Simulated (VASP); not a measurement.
# KCl (Fm-3m) in VASP: notebook

Runs on KCl. Level: PBEsol. Tasks: single point.

Everything below comes from runs of VASP 6.6.1. Logs are shortened: lines on timing, memory, paths and dates and some standing lists are left out, and cuts for length are marked.

## 1. The cell of the first run

Symmetry: Fm-3m, No. 225, cubic system. Conventional cell: a = 6.354 Å, b = 6.354 Å, c = 6.354 Å, α = 90.00°, β = 90.00°, γ = 90.00°. K (site symmetry m-3m) has 6 Cl at 3.18 Å within 4.2 Å. Within 4.2 Å of Cl (site symmetry m-3m) lie 6 K at 3.18 Å.

## 2. Single point, PBEsol (volume scaled by 1.02)

The input, INCAR:

```
SYSTEM = KCl
PREC     = Accurate       ! precision mode
ENCUT    = 520            ! plane-wave cutoff, eV
EDIFF    = 1E-6           ! SCF threshold, eV
ISMEAR   = -1             ! smearing method
SIGMA    = 0.03           ! smearing width, eV
LREAL    = .FALSE.        ! projectors in reciprocal space
LASPH    = .TRUE.         ! aspherical terms in the spheres
NELM     = 80             ! most SCF steps
ALGO     = Normal         ! electronic algorithm
ISIF     = 2              ! what is computed and relaxed
LWAVE    = .FALSE.        ! write WAVECAR
LCHARG   = .FALSE.        ! write CHGCAR
GGA      = PS             ! functional
NBANDS   = 15             ! bands
```

The input, KPOINTS:

```
regular mesh
0
G
  7 7 7
  0 0 0
```

The input, POSCAR:

```
KCl
1.0
    0.0000000000      3.1770019336      3.1770019336
    3.1770019336      0.0000000000      3.1770019336
    3.1770019336      3.1770019336      0.0000000000
K Cl
1 1
Direct
    0.0000000000      0.0000000000      0.0000000000
    0.5000000000      0.5000000000      0.5000000000
```

Potentials or basis: VASP PAW PBE potentials, release 64 (K_sv, Cl).

Started as:

```bash
> cat potpaw_PBE.64/K_sv/POTCAR potpaw_PBE.64/Cl/POTCAR > POTCAR
> mpirun -np 1 vasp_std > vasp.out
```

OUTCAR:

```text
SYSTEM = KCl
   PREC = Accurate
   ENCUT = 520
   EDIFF = 1E-6
   ISMEAR = -1
   LREAL = .FALSE.
   LASPH = .TRUE.
   NELM = 80
   ISIF = 2
   GGA = PS

 ion  position               nearest neighbor table
   1  0.000  0.000  0.000-   2 3.18   2 3.18   2 3.18   2 3.18   2 3.18   2 3.18
   2  0.500  0.500  0.500-   1 3.18   1 3.18   1 3.18   1 3.18   1 3.18   1 3.18

  LATTYP: Found a face centered cubic cell.
 ALAT       =     6.3540038672

  Lattice vectors:

 A1 = (   0.0000000000,   3.1770019336,   3.1770019336)
 A2 = (   3.1770019336,   0.0000000000,   3.1770019336)
 A3 = (   3.1770019336,   3.1770019336,   0.0000000000)

Analysis of symmetry for initial positions (statically):
=====================================================================
 Subroutine PRICEL returns:
 Original cell was already a primitive cell.

 Routine SETGRP: Setting up the symmetry group for a
 face centered cubic supercell.

 Subroutine GETGRP returns: Found 48 space group operations
 (whereof 48 operations were pure point group operations)
 out of a pool of 48 trial point group operations.

The static configuration has the point symmetry O_h .

Analysis of symmetry for dynamics (positions and initial velocities):
=====================================================================
 Subroutine PRICEL returns:
 Original cell was already a primitive cell.

 Routine SETGRP: Setting up the symmetry group for a
 face centered cubic supercell.

 Subroutine GETGRP returns: Found 48 space group operations
 (whereof 48 operations were pure point group operations)
 out of a pool of 48 trial point group operations.

The dynamic configuration has the point symmetry O_h .

 Subroutine INISYM returns: Found 48 space group operations
 (whereof 48 operations are pure point group operations),
 and found     1 'primitive' translations

----------------------------------------------------------------------------------------

                                     Primitive cell

  volume of cell :      64.1331

  direct lattice vectors                    reciprocal lattice vectors
     0.000000000  3.177001934  3.177001934    -0.157381081  0.157381081  0.157381081
     3.177001934  0.000000000  3.177001934     0.157381081 -0.157381081  0.157381081
     3.177001934  3.177001934  0.000000000     0.157381081  0.157381081 -0.157381081

  length of vectors
     4.492959222  4.492959222  4.492959222     0.272592029  0.272592029  0.272592029

  position of ions in fractional coordinates (direct lattice)
     0.000000000  0.000000000  0.000000000
     0.500000000  0.500000000  0.500000000

  ion indices of the primitive-cell ions
   primitive index   ion index
                 1           1
                 2           2

----------------------------------------------------------------------------------------

 KPOINTS: regular mesh

Automatic generation of k-mesh.
 Grid dimensions read from file:
 generate k-points for:    7    7    7

 Generating k-lattice:

  Cartesian coordinates                     Fractional coordinates (reciprocal lattice)
    -0.022483012  0.022483012  0.022483012     0.142857143  0.000000000  0.000000000
     0.022483012 -0.022483012  0.022483012     0.000000000  0.142857143  0.000000000
     0.022483012  0.022483012 -0.022483012     0.000000000  0.000000000  0.142857143

  Length of vectors
     0.038941718  0.038941718  0.038941718

  Shift w.r.t. Gamma in fractional coordinates (k-lattice)
     0.000000000  0.000000000  0.000000000

 Subroutine IBZKPT returns following result:
 ===========================================

 Found     20 irreducible k-points:

 Following reciprocal coordinates:
            Coordinates               Weight
  0.000000  0.000000  0.000000      1.000000
  0.142857  0.000000  0.000000      8.000000
  0.285714  0.000000  0.000000      8.000000
  0.428571  0.000000  0.000000      8.000000
  0.142857  0.142857  0.000000      6.000000
  0.285714  0.142857  0.000000     24.000000
[... 12 lines left out ...]
 -0.428571  0.428571  0.142857     24.000000
 -0.285714  0.428571  0.142857     24.000000
   k-points           NKPTS =     20   k-points in BZ     NKDIM =     20   number of bands    NBANDS=     15
   number of dos      NEDOS =    301   number of ions     NIONS =      2
   total plane-waves  NPLWV =  46656
   dimension x,y,z NGX =    36 NGY =   36 NGZ =   36
   dimension x,y,z NGXF=    72 NGYF=   72 NGZF=   72
   ions per type =               1   1
   NGX,Y,Z   is equivalent  to a cutoff of  13.32, 13.32, 13.32 a.u.
   NGXF,Y,Z  is equivalent  to a cutoff of  26.64, 26.64, 26.64 a.u.
 SYSTEM =  KCl
   PREC   = accura    normal or accurate (medium, high low for compatibility)
   ISTART =      0    job   : 0-new  1-cont  2-samecut
   ICHARG =      2    charge: 1-file 2-atom 10-const
   ISPIN  =      1    spin polarized calculation?
   LNONCOLLINEAR =      F non collinear calculations
   LSORBIT =      F    spin-orbit coupling
   LASPH  =      T    aspherical Exc in radial PAW
   ENCUT  =  520.0 eV  38.22 Ry    6.18 a.u.   8.35  8.35  8.35*2*pi/ulx,y,z
   NELM   =     80;   NELMIN=  2; NELMDL= -5     # of ELM steps
   EDIFF  = 0.1E-05   stopping-criterion for ELM
   LREAL  =      F    real-space projection
   EDIFFG = 0.1E-04   stopping-criterion for IOM
   NSW    =      0    number of steps for IOM
   IBRION =     -1    ionic relax: 0-MD 1-quasi-New 2-CG
   NFREE  =      0    steps in history (QN), initial steepest desc. (CG)
   ISIF   =      2    stress and relaxation
   ISYM   =      2    0-nonsym 1-usesym 2-fastsym
   POTIM  = 0.5000    time-step for ionic-motion
   TEBEG  =    0.0;   TEEND  =   0.0 temperature during run
   PSTRESS=    0.0 pullay stress
   NELECT =      16.0000    total number of electrons
   NUPDOWN=      -1.0000    fix difference up-down
   EMIN   =  10.00;   EMAX   =-10.00  energy-range for DOS
   EFERMI =   0.00;   METHOD = LEGACY
   ISMEAR =    -1;   SIGMA  =   0.03  broadening in eV -4-tet -1-fermi 0-gaus
   EFERMI_NEDOS =   21; number of points for ismear=-14 and -15
   IALGO  =     38    algorithm
   IMIX   =      4    mixing-type and parameters
     AMIX     =   0.40;   BMIX     =  1.00
     AMIX_MAG =   1.60;   BMIX_MAG =  1.00
  volume/ion in A,a.u.               =      32.07       216.40
  Fermi-wavevector in a.u.,A,eV,Ry     =   1.030593  1.947539 14.451057  1.062123
  Thomas-Fermi vector in A             =   2.164699
   LORBIT       =      0    0 simple, 1 ext, 2 COOP (PROOUT), +10 PAW based schemes
   GGA     = PS    functional components
   LHFCALC =     F    Hartree Fock is set to
   AEXX    =    0.0000 exact exchange contribution
   IVDW    =     0    specifies the selected vdW correction
   LEPSILON=     F    determine dielectric tensor
   LRPA    =     F    only Hartree local field effects (RPA)
 non-spin polarized calculation
  energy-cutoff  :      520.00
  volume of cell :       64.13
 maximum number of plane-waves:      1759
 NGX is ok and might be reduce to    36
   NGX = 17   NGY = 17   NGZ = 17

 number of electron      15.9999998 magnetization

 Free energy of the ion-electron system (eV)
  ---------------------------------------------------
  ext. energy  EPLUGINS =         0.00000000
  ---------------------------------------------------
  free energy    TOTEN  =        -7.01561559 eV

  energy without entropy =       -7.01561559  energy(sigma->0) =       -7.01561559

 E-fermi :  -1.2982     XC(G=0):  -7.5953

 val. band max:       -2.0165465127   @ k =   0.0000   0.0000   0.0000
 cond. band min:       2.9164683658   @ k =   0.0000   0.0000   0.0000
 fundamental gap:      4.9330148785
 Fermi energy:        -1.2982412196

 k-point     1 :       0.0000    0.0000    0.0000
  band No.  band energies     occupation
      1     -29.1328      2.00000
      2     -14.0751      2.00000
      3     -12.6582      2.00000
      4     -12.6582      2.00000
      5     -12.6582      2.00000
      6      -2.0165      2.00000
      7      -2.0165      2.00000
      8      -2.0165      2.00000
      9       2.9165      0.00000
     10       6.2659      0.00000
     11       6.2659      0.00000
     12       6.2659      0.00000
     13       7.1333      0.00000
     14       7.1333      0.00000
     15      10.6371      0.00000

 k-point     2 :       0.1429    0.0000    0.0000
  band No.  band energies     occupation
      1     -29.1310      2.00000
      2     -14.1111      2.00000
      3     -12.6599      2.00000
      4     -12.6599      2.00000
      5     -12.6129      2.00000
      6      -2.2545      2.00000
      7      -2.0784      2.00000
      8      -2.0784      2.00000
      9       3.3898      0.00000
     10       6.1057      0.00000
     11       6.5153      0.00000
     12       6.5153      0.00000
     13       7.3985      0.00000
     14       7.3985      0.00000
     15      11.3731      0.00000

 k-point     3 :       0.2857    0.0000    0.0000
  band No.  band energies     occupation
      1     -29.1270      2.00000
      2     -14.1850      2.00000
      3     -12.6637      2.00000
      4     -12.6637      2.00000
      5     -12.5175      2.00000
      6      -2.7035      2.00000
      7      -2.2114      2.00000
      8      -2.2114      2.00000
      9       4.4314      0.00000
     10       6.0188      0.00000
     11       7.2120      0.00000
     12       7.2120      0.00000
     13       8.1065      0.00000
     14       8.1065      0.00000
     15      11.0199      0.00000
[... 271 lines left out ...]
 k-point    19 :      -0.4286    0.4286    0.1429
  band No.  band energies     occupation
      1     -29.1210      2.00000
      2     -14.0576      2.00000
      3     -12.7498      2.00000
      4     -12.7220      2.00000
      5     -12.6181      2.00000
      6      -2.6561      2.00000
      7      -2.3654      2.00000
      8      -2.3315      2.00000
      9       4.9870      0.00000
     10       6.2302      0.00000
     11       7.3055      0.00000
     12       8.2554      0.00000
     13       8.5602      0.00000
     14       9.3485      0.00000
     15       9.8001      0.00000

 k-point    20 :      -0.2857    0.4286    0.1429
  band No.  band energies     occupation
      1     -29.1207      2.00000
      2     -14.0832      2.00000
      3     -12.7552      2.00000
      4     -12.7220      2.00000
      5     -12.5749      2.00000
      6      -2.5868      2.00000
      7      -2.5189      2.00000
      8      -2.3722      2.00000
      9       5.5531      0.00000
     10       6.2290      0.00000
     11       7.2704      0.00000
     12       7.6952      0.00000
     13       9.2334      0.00000
     14       9.2849      0.00000
     15      10.0648      0.00000

------------------------ aborting loop because EDIFF is reached ----------------------------------------

  FORCE on cell =-STRESS in cart. coord.  units (eV):
  Direction    XX          YY          ZZ          XY          YZ          ZX
  --------------------------------------------------------------------------------------
  -------------------------------------------------------------------------------------
  Total       -0.3289578     -0.3289578     -0.3289578     -0.0000000     -0.0000000      0.0000000
  in kB       -8.2180410     -8.2180410     -8.2180410     -0.0000000     -0.0000000      0.0000000
  external PRESSURE =      -8.2180410 kB  Pullay stress =       0.0000000 kB

 VOLUME and BASIS-vectors are now :
 -----------------------------------------------------------------------------
  energy-cutoff  :      520.00
  volume of cell :       64.13
      direct lattice vectors                 reciprocal lattice vectors
     0.000000000  3.177001934  3.177001934    -0.157381081  0.157381081  0.157381081
     3.177001934  0.000000000  3.177001934     0.157381081 -0.157381081  0.157381081
     3.177001934  3.177001934  0.000000000     0.157381081  0.157381081 -0.157381081

 POSITION                                       TOTAL-FORCE (eV/Angst)
 -----------------------------------------------------------------------------------
      0.00000      0.00000      0.00000         0.000000      0.000000      0.000000
      3.17700      3.17700      3.17700        -0.000000     -0.000000     -0.000000
 -----------------------------------------------------------------------------------
    total drift:                                0.000000      0.000000      0.000000

  FREE ENERGIE OF THE ION-ELECTRON SYSTEM (eV)
  ---------------------------------------------------
  free  energy   TOTEN  =        -7.0156155879 eV

  energy  without entropy=       -7.0156155879  energy(sigma->0) =       -7.01561559
```

Run time: 10 s. Hardware: 1 thread of Intel Xeon 6975P-C (Granite Rapids), shared host; peak memory 0.2 GiB.

Results:

```yaml
Free_energy: -7.0156 eV
Pressure: -0.8 GPa
Band_gap_on_the_k_mesh: 4.93 eV, direct
```

Caveat: the PAW data sets were made with another functional, which shifts forces and pressure a little. A k mesh can miss the band edges.

## 3. Single point, PBEsol (volume scaled by 1.04)

The input, INCAR:

```
PREC     = Accurate       # precision mode
ENCUT    = 520            # plane-wave cutoff, eV
EDIFF    = 1E-6           # SCF threshold, eV
ISMEAR   = -1             # smearing method
SIGMA    = 0.03           # smearing width, eV
LREAL    = False          # projectors in reciprocal space
LASPH    = True           # aspherical terms in the spheres
NELM     = 100            # most SCF steps
ALGO     = Normal         # electronic algorithm
ISIF     = 2              # what is computed and relaxed
LWAVE    = False          # write WAVECAR
LCHARG   = False          # write CHGCAR
GGA      = PS             # functional
NBANDS   = 15             # bands
```

The input, KPOINTS:

```
Automatic mesh
0
Gamma
  7 7 7
```

The input, POSCAR:

```
KCl
1.0
    0.0000000000      3.1976323944      3.1976323944
    3.1976323944      0.0000000000      3.1976323944
    3.1976323944      3.1976323944      0.0000000000
K Cl
1 1
Direct
    0.0000000000      0.0000000000      0.0000000000
    0.5000000000      0.5000000000      0.5000000000
```

Potentials or basis: VASP PAW PBE potentials, release 64 (K_sv, Cl).

Started as:

```bash
> cat potpaw_PBE.64/K_sv/POTCAR potpaw_PBE.64/Cl/POTCAR > POTCAR
> mpirun -np 1 vasp_std > vasp.out
```

It took 9.9 s on 1 thread of Intel Xeon 6975P-C (Granite Rapids), shared host; peak memory 0.2 GiB.

The run converged. Its results:

| Item | Value |
| --- | --- |
| Free energy | -7.0084 eV |
| Pressure | -1.1 GPa |
| Band gap on the k mesh | 4.87 eV, direct |

Levels at points of the mesh, in eV from the valence-band top:
| k point | band 4 | band 5 | band 6 | band 7 | band 8 | band 9 | band 10 | band 11 | band 12 | band 13 |
| --- | --- | --- | --- | --- | --- | --- | --- | --- | --- | --- |
| (0.00, 0.00, 0.00) | -10.69 | -10.69 | 0.00 | 0.00 | 0.00 | 4.87 | 8.27 | 8.27 | 8.27 | 9.13 |

Caveat: the PAW data sets were made with another functional, which shifts forces and pressure a little. A k mesh can miss the band edges.
